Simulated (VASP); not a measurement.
Runs of VASP 6.6.1 on Rh. The structure is that of space group Fm-3m (No. 225), or close to it. The cells are those of the table. 

```csv
cell,gap on the mesh (eV),pressure (GPa)
"a = 2.666 Å, angles 60.0°, 1 atom",none,14.4
"a = 2.737 Å, angles 60.0°, 1 atom",none,-6.9
"a = 2.702 Å, angles 60.0°, 1 atom",none,2.5
"a = 2.648 Å, angles 60.0°, 1 atom",none,(b)
"a = 2.629 Å, angles 60.0°, 1 atom",none,(a)
```

Alike in all rows: task single point; level PBE; potentials or basis VASP PAW PBE potentials, release 64 (Rh_pv); no spin polarisation; k mesh 13 × 13 × 13; cutoff (eV) 500; smearing fermi-dirac 0.1 eV.

Fill in the values left out.

(a) 29.4; (b) 21.4.

A k mesh can miss the band edges, and the runs leave out spin-orbit coupling on Rh.

A gap of «none» marks levels without a gap at the run's occupations.
